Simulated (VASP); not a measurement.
Wanted: the native input for a VASP 6.6.1 run.

| Item | Value |
| --- | --- |
| Task | single point |
| Functional | PBE |
| Potentials or basis | VASP PAW PBE potentials, release 64 (Mn_pv, Hg) |
| Cutoff | 520 eV |
| k mesh | 10 × 10 × 10 |
| Occupations | fermi-dirac, width 0.1 eV |
| Spin | collinear spin, ferromagnetic start |
| Starting moments | [3.5, 0.0] μB |
| Fixed moment | 3.5 μB |
| Dipole correction | no |
| Further INCAR settings | ALGO = Normal; EDIFF = 1e-06; NBANDS = 24 |

The structure of MnHg lies in POSCAR:

```
MnHg
1.0
    3.3150000000      0.0000000000      0.0000000000
    0.0000000000      3.3150000000      0.0000000000
    0.0000000000      0.0000000000      3.3150000000
Mn Hg
1 1
Direct
    0.5000000000      0.5000000000      0.5000000000
    0.0000000000      0.0000000000      0.0000000000
```

These files were run (other wordings do the same):

INCAR

```
  PREC = Accurate
  ENCUT = 520
  EDIFF = 1E-6
  ISMEAR = -1
  SIGMA = 0.1
  LREAL = False
  LASPH = True
  NELM = 150
  ALGO = Normal
  ISIF = 2
  LWAVE = False
  LCHARG = False
  ISPIN = 2
  MAGMOM = 3.5 0
  LORBIT = 11
  NUPDOWN = 3.5
  LMAXMIX = 4
  GGA = PE
  NBANDS = 24
```

KPOINTS

```
Automatic mesh
0
Gamma
  10 10 10
```

Potentials or basis: VASP PAW PBE potentials, release 64 (Mn_pv, Hg).

Run with:

```bash
$ cat potpaw_PBE.64/Mn_pv/POTCAR potpaw_PBE.64/Hg/POTCAR > POTCAR
$ mpirun -np 1 vasp_std > vasp.out
```

It gave:

```
Pressure                                              : -1.9 GPa
Net moment                                            : 3.50 μB per cell
Site moments                                          : Mn +3.56; Hg -0.10 μB
Valence electrons inside the program's atomic spheres : Mn 11.42; Hg 10.57
```

Caveat: the total moment is fixed, so each spin has its own Fermi level.

Run time: 110 s on 1 thread of Intel(R) Xeon(R) Platinum 8488C (Sapphire Rapids) (shared host), peak memory 0.22 GiB.
